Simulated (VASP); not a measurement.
# K (P6_3/mmc) in VASP: a series of runs

K is run at these levels: PBE; tasks: electric field gradients.

Everything below comes from runs of VASP 6.6.1. Logs are shortened: lines on timing, memory, paths and dates and some standing lists are left out, and cuts for length are marked.

## 1. The cell of the first run

Symmetry: P6_3/mmc, No. 194, hexagonal system. Conventional cell: a = 4.622 Å, b = 4.622 Å, c = 8.010 Å, α = 90.00°, β = 90.00°, γ = 120.00°.

This isn't the form of K at room conditions, which is bcc.

## 2. Electric field gradients, PBE (z stretched by +4 % at fixed volume)

INCAR reads:

```
ALGO = Normal
EDIFF = 1E-8
ENCUT = 520
GGA = PE
ISIF = 2
ISMEAR = -1
LASPH = True
LCHARG = False
LEFG = True
LREAL = False
LWAVE = False
NBANDS = 16
NELM = 80
PREC = Accurate
SIGMA = 0.03
```

KPOINTS reads:

```
k-points
0
Gamma
  12 12 6
```

POSCAR reads:

```
K
1.0
    4.6224717254      0.0000000000      0.0000000000
   -2.3112358627      4.0031779425      0.0000000000
    0.0000000000      0.0000000000      8.0101460313
K
2
Direct
    0.3333333333      0.6666666667      0.2500000000
    0.6666666667      0.3333333333      0.7500000000
```

Potentials or basis: VASP PAW PBE potentials, release 64 (K_sv).

Run with:

```
cat potpaw_PBE.64/K_sv/POTCAR > POTCAR
mpirun -np 1 vasp_std > vasp.out
```

OUTCAR:

```text
EDIFF = 1E-8
   ENCUT = 520
   GGA = PE
   ISIF = 2
   ISMEAR = -1
   LASPH = True
   LREAL = False
   NELM = 80
   PREC = Accurate

 ion  position               nearest neighbor table
   1  0.333  0.667  0.250-
   2  0.667  0.333  0.750-

  LATTYP: Found a hexagonal cell.
 ALAT       =     4.6224717254
 C/A-ratio  =     1.7328707469

  Lattice vectors:

 A1 = (   4.6224717254,   0.0000000000,   0.0000000000)
 A2 = (  -2.3112358627,   4.0031779425,   0.0000000000)
 A3 = (   0.0000000000,   0.0000000000,   8.0101460313)

Analysis of symmetry for initial positions (statically):
=====================================================================
 Subroutine PRICEL returns:
 Original cell was already a primitive cell.

 Routine SETGRP: Setting up the symmetry group for a
 hexagonal supercell.

 Subroutine GETGRP returns: Found 24 space group operations
 (whereof 12 operations were pure point group operations)
 out of a pool of 24 trial point group operations.

The static configuration has the point symmetry D_3d.
 The point group associated with its full space group is D_6h.

Analysis of symmetry for dynamics (positions and initial velocities):
=====================================================================
 Subroutine PRICEL returns:
 Original cell was already a primitive cell.

 Routine SETGRP: Setting up the symmetry group for a
 hexagonal supercell.

 Subroutine GETGRP returns: Found 24 space group operations
 (whereof 12 operations were pure point group operations)
 out of a pool of 24 trial point group operations.

The dynamic configuration has the point symmetry D_3d.
 The point group associated with its full space group is D_6h.

 Subroutine INISYM returns: Found 24 space group operations
 (whereof 12 operations are pure point group operations),
 and found     1 'primitive' translations

----------------------------------------------------------------------------------------

                                     Primitive cell

  volume of cell :     148.2244

  direct lattice vectors                    reciprocal lattice vectors
     4.622471725  0.000000000  0.000000000     0.216334476  0.124900768  0.000000000
    -2.311235863  4.003177942  0.000000000     0.000000000  0.249801536  0.000000000
     0.000000000  0.000000000  8.010146031     0.000000000  0.000000000  0.124841669

  length of vectors
     4.622471725  4.622471725  8.010146031     0.249801536  0.249801536  0.124841669

  position of ions in fractional coordinates (direct lattice)
     0.333333333  0.666666667  0.250000000
     0.666666667  0.333333333  0.750000000

  ion indices of the primitive-cell ions
   primitive index   ion index
                 1           1
                 2           2

----------------------------------------------------------------------------------------

 KPOINTS: k-points

Automatic generation of k-mesh.
 Grid dimensions read from file:
 generate k-points for:   12   12    6

 Generating k-lattice:

  Cartesian coordinates                     Fractional coordinates (reciprocal lattice)
     0.018027873  0.010408397  0.000000000     0.083333333  0.000000000  0.000000000
     0.000000000  0.020816795  0.000000000     0.000000000  0.083333333  0.000000000
     0.000000000  0.000000000  0.020806945     0.000000000  0.000000000  0.166666667

  Length of vectors
     0.020816795  0.020816795  0.020806945

  Shift w.r.t. Gamma in fractional coordinates (k-lattice)
     0.000000000  0.000000000  0.000000000

 Subroutine IBZKPT returns following result:
 ===========================================

 Found     76 irreducible k-points:

 Following reciprocal coordinates:
            Coordinates               Weight
  0.000000  0.000000  0.000000      1.000000
  0.083333 -0.000000  0.000000      6.000000
  0.166667 -0.000000  0.000000      6.000000
  0.250000 -0.000000  0.000000      6.000000
  0.333333 -0.000000  0.000000      6.000000
  0.416667 -0.000000  0.000000      6.000000
[... 16 lines left out ...]
  0.250000 -0.000000  0.166667     12.000000
  0.333333 -0.000000  0.166667     12.000000
 [... further k-points ...]
   k-points           NKPTS =     76   k-points in BZ     NKDIM =     76   number of bands    NBANDS=     16
   number of dos      NEDOS =    301   number of ions     NIONS =      2
   total plane-waves  NPLWV =  77760
   dimension x,y,z NGX =    36 NGY =   36 NGZ =   60
   dimension x,y,z NGXF=    72 NGYF=   72 NGZF=  120
   ions per type =               2
   NGX,Y,Z   is equivalent  to a cutoff of  12.95, 12.95, 12.45 a.u.
   NGXF,Y,Z  is equivalent  to a cutoff of  25.89, 25.89, 24.91 a.u.
 SYSTEM =  unknown system
   PREC   = accura    normal or accurate (medium, high low for compatibility)
   ISTART =      0    job   : 0-new  1-cont  2-samecut
   ICHARG =      2    charge: 1-file 2-atom 10-const
   ISPIN  =      1    spin polarized calculation?
   LNONCOLLINEAR =      F non collinear calculations
   LSORBIT =      F    spin-orbit coupling
   LASPH  =      T    aspherical Exc in radial PAW
   ENCUT  =  520.0 eV  38.22 Ry    6.18 a.u.   8.59  8.59 14.89*2*pi/ulx,y,z
   NELM   =     80;   NELMIN=  2; NELMDL= -5     # of ELM steps
   EDIFF  = 0.1E-07   stopping-criterion for ELM
   LREAL  =      F    real-space projection
   EDIFFG = 0.1E-06   stopping-criterion for IOM
   NSW    =      0    number of steps for IOM
   IBRION =     -1    ionic relax: 0-MD 1-quasi-New 2-CG
   NFREE  =      0    steps in history (QN), initial steepest desc. (CG)
   ISIF   =      2    stress and relaxation
   ISYM   =      2    0-nonsym 1-usesym 2-fastsym
   POTIM  = 0.5000    time-step for ionic-motion
   TEBEG  =    0.0;   TEEND  =   0.0 temperature during run
   PSTRESS=    0.0 pullay stress
   NELECT =      18.0000    total number of electrons
   NUPDOWN=      -1.0000    fix difference up-down
   EMIN   =  10.00;   EMAX   =-10.00  energy-range for DOS
   EFERMI =   0.00;   METHOD = LEGACY
   ISMEAR =    -1;   SIGMA  =   0.03  broadening in eV -4-tet -1-fermi 0-gaus
   EFERMI_NEDOS =   21; number of points for ismear=-14 and -15
   IALGO  =     38    algorithm
   IMIX   =      4    mixing-type and parameters
     AMIX     =   0.40;   BMIX     =  1.00
     AMIX_MAG =   1.60;   BMIX_MAG =  1.00
  volume/ion in A,a.u.               =      74.11       500.13
  Fermi-wavevector in a.u.,A,eV,Ry     =   0.810698  1.531997  8.942175  0.657231
  Thomas-Fermi vector in A             =   1.919921
   LORBIT       =      0    0 simple, 1 ext, 2 COOP (PROOUT), +10 PAW based schemes
   GGA     = PE    functional components
   LHFCALC =     F    Hartree Fock is set to
   AEXX    =    0.0000 exact exchange contribution
   IVDW    =     0    specifies the selected vdW correction
   LEPSILON=     F    determine dielectric tensor
   LRPA    =     F    only Hartree local field effects (RPA)
 non-spin polarized calculation
  energy-cutoff  :      520.00
  volume of cell :      148.22
 maximum number of plane-waves:      4032
 NGX is ok and might be reduce to    36
   NGX = 17   NGY = 17   NGZ = 29

 number of electron      17.9999997 magnetization

 Free energy of the ion-electron system (eV)
  ---------------------------------------------------
  ext. energy  EPLUGINS =         0.00000000
  ---------------------------------------------------
  free energy    TOTEN  =        -2.09246209 eV

  energy without entropy =       -2.08751036  energy(sigma->0) =       -2.08998623

 E-fermi :  -0.1391     XC(G=0):  -5.6319

 val. band max:       -0.1624248376   @ k =   0.2500   0.2500   0.3333
 cond. band min:      -0.1097568041   @ k =   0.3333  -0.0000   0.3333
 fundamental gap:      0.0526680335
 Fermi energy:        -0.1391279223

 k-point     1 :       0.0000    0.0000    0.0000
  band No.  band energies     occupation
      1     -32.2715      2.00000
      2     -32.2688      2.00000
      3     -15.7773      2.00000
      4     -15.7281      2.00000
      5     -15.7281      2.00000
      6     -15.7227      2.00000
[... 8 lines left out ...]
     15       4.3780      0.00000
     16       4.3780      0.00000

 k-point     2 :       0.0833   -0.0000    0.0000
  band No.  band energies     occupation
      1     -32.2712      2.00000
      2     -32.2686      2.00000
      3     -15.7759      2.00000
      4     -15.7321      2.00000
      5     -15.7293      2.00000
      6     -15.7259      2.00000
[... 8 lines left out ...]
     15       4.1736      0.00000
     16       4.4541      0.00000

 k-point     3 :       0.1667   -0.0000    0.0000
  band No.  band energies     occupation
      1     -32.2705      2.00000
      2     -32.2682      2.00000
      3     -15.7719      2.00000
      4     -15.7432      2.00000
      5     -15.7370      2.00000
      6     -15.7324      2.00000
[... 8 lines left out ...]
     15       4.2066      0.00000
     16       4.2144      0.00000

 k-point     4 :       0.2500   -0.0000    0.0000
  band No.  band energies     occupation
      1     -32.2695      2.00000
      2     -32.2676      2.00000
      3     -15.7661      2.00000
      4     -15.7583      2.00000
      5     -15.7520      2.00000
      6     -15.7366      2.00000
[... 8 lines left out ...]
     15       4.3516      0.00000
     16       4.4044      0.00000

 k-point     5 :       0.3333   -0.0000    0.0000
  band No.  band energies     occupation
      1     -32.2685      2.00000
      2     -32.2670      2.00000
      3     -15.7735      2.00000
      4     -15.7667      2.00000
      5     -15.7594      2.00000
      6     -15.7407      2.00000
[... 8 lines left out ...]
     15       4.1697      0.00000
     16       4.6049      0.00000

 k-point     6 :       0.4167   -0.0000    0.0000
  band No.  band energies     occupation
      1     -32.2677      2.00000
      2     -32.2667      2.00000
      3     -15.7847      2.00000
      4     -15.7773      2.00000
      5     -15.7533      2.00000
      6     -15.7437      2.00000
[... 8 lines left out ...]
     15       4.0427      0.00000
     16       4.7241      0.00000
[... 267 lines left out ...]
 k-point    21 :       0.0833   -0.0000    0.1667
  band No.  band energies     occupation
      1     -32.2710      2.00000
      2     -32.2688      2.00000
      3     -15.7725      2.00000
      4     -15.7316      2.00000
      5     -15.7288      2.00000
      6     -15.7283      2.00000
[... 8 lines left out ...]
     15       4.1106      0.00000
     16       4.3778      0.00000

 k-point    22 :       0.1667   -0.0000    0.1667
  band No.  band energies     occupation
      1     -32.2704      2.00000
      2     -32.2683      2.00000
      3     -15.7692      2.00000
      4     -15.7424      2.00000
      5     -15.7385      2.00000
      6     -15.7319      2.00000
[... 8 lines left out ...]
     15       4.2004      0.00000
     16       4.4714      0.00000

 k-point    23 :       0.2500   -0.0000    0.1667
  band No.  band energies     occupation
      1     -32.2694      2.00000
      2     -32.2677      2.00000
      3     -15.7663      2.00000
      4     -15.7556      2.00000
      5     -15.7528      2.00000
      6     -15.7360      2.00000
[... 8 lines left out ...]
     15       4.3294      0.00000
     16       4.4308      0.00000

 k-point    24 :       0.3333   -0.0000    0.1667
  band No.  band energies     occupation
      1     -32.2684      2.00000
      2     -32.2671      2.00000
      3     -15.7750      2.00000
      4     -15.7683      2.00000
      5     -15.7552      2.00000
      6     -15.7401      2.00000
[... 8 lines left out ...]
     15       4.1940      0.00000
     16       4.5106      0.00000

 [... further k-points ...]
[... 5 lines left out ...]
  --------------------------------------------------------------------------------------
  -------------------------------------------------------------------------------------
  Total        0.1019102      0.1019102     -0.2311525      0.0000000     -0.0000000      0.0000000
  in kB        1.1015614      1.1015614     -2.4985587      0.0000000     -0.0000000      0.0000000
  external PRESSURE =      -0.0984786 kB  Pullay stress =       0.0000000 kB

 VOLUME and BASIS-vectors are now :
 -----------------------------------------------------------------------------
  energy-cutoff  :      520.00
  volume of cell :      148.22
      direct lattice vectors                 reciprocal lattice vectors
     4.622471725  0.000000000  0.000000000     0.216334476  0.124900768  0.000000000
    -2.311235863  4.003177942  0.000000000     0.000000000  0.249801536  0.000000000
     0.000000000  0.000000000  8.010146031     0.000000000  0.000000000  0.124841669

 POSITION                                       TOTAL-FORCE (eV/Angst)
 -----------------------------------------------------------------------------------
     -0.00000      2.66879      2.00254        -0.000000      0.000000     -0.000000
      2.31124      1.33439      6.00761         0.000000     -0.000000      0.000000
 -----------------------------------------------------------------------------------
    total drift:                               -0.000000      0.000000     -0.000000

  FREE ENERGIE OF THE ION-ELECTRON SYSTEM (eV)
  ---------------------------------------------------
  free  energy   TOTEN  =        -2.0924620947 eV

  energy  without entropy=       -2.0875103580  energy(sigma->0) =       -2.08998623

 Electric field gradients (V/A^2)
---------------------------------------------------------------------
 ion       V_xx      V_yy      V_zz      V_xy      V_xz      V_yz
---------------------------------------------------------------------
   1       0.431     0.432    -0.863     0.000     0.000    -0.000
   2       0.431     0.432    -0.863     0.000    -0.000     0.000
---------------------------------------------------------------------

 Electric field gradients after diagonalization (V/A^2)
 (convention: |V_zz| > |V_xx| > |V_yy|)
----------------------------------------------------------------------
 ion       V_xx      V_yy      V_zz     asymmetry (V_yy - V_xx)/ V_zz
----------------------------------------------------------------------
   1       0.432     0.431    -0.863       0.001
   2       0.432     0.431    -0.863       0.001
----------------------------------------------------------------------

           NMR quadrupolar parameters

 Cq : quadrupolar parameter    Cq=e*Q*V_zz/h
 eta: asymmetry parameters     (V_yy - V_xx)/ V_zz
 Q  : nuclear electric quadrupole moment in mb (millibarn)
----------------------------------------------------------------------
 ion       Cq(MHz)       eta       Q (mb)
----------------------------------------------------------------------
   1      -0.002       0.001       1.000
   2      -0.002       0.001       1.000
----------------------------------------------------------------------
```

Run time: 65 s. Hardware: 1 thread of Intel Xeon 6975P-C (Granite Rapids), shared host; peak memory 0.33 GiB.

Results:

| Item | Value |
| --- | --- |
| Free energy | -2.0925 eV |
| Pressure | 0.0 GPa |
| Band gap on the k mesh | zero (bands 9 and 10 overlap by 2.74 eV) |
| Largest electric field gradient by atom | K -0.9 V/Å² |

Stress tensor (GPa, compression positive):
```
 0.11  0.00  0.00
 0.00  0.11  0.00
 0.00  0.00 -0.25
```

Electric field gradients, principal values (V/Å²):
| atom | least | middle | greatest (by size) |
| --- | --- | --- | --- |
| 1 K | 0.431 | 0.432 | -0.863 |
| 2 K | 0.431 | 0.432 | -0.863 |

Caveat: without QUAD_EFG the Cq values of the log hold for a quadrupole moment of 1 mb, not for the nuclei.

(Part 1 of 2 ends here.)

The gap in the log of VASP goes by the Fermi energy; the results here count the filled bands.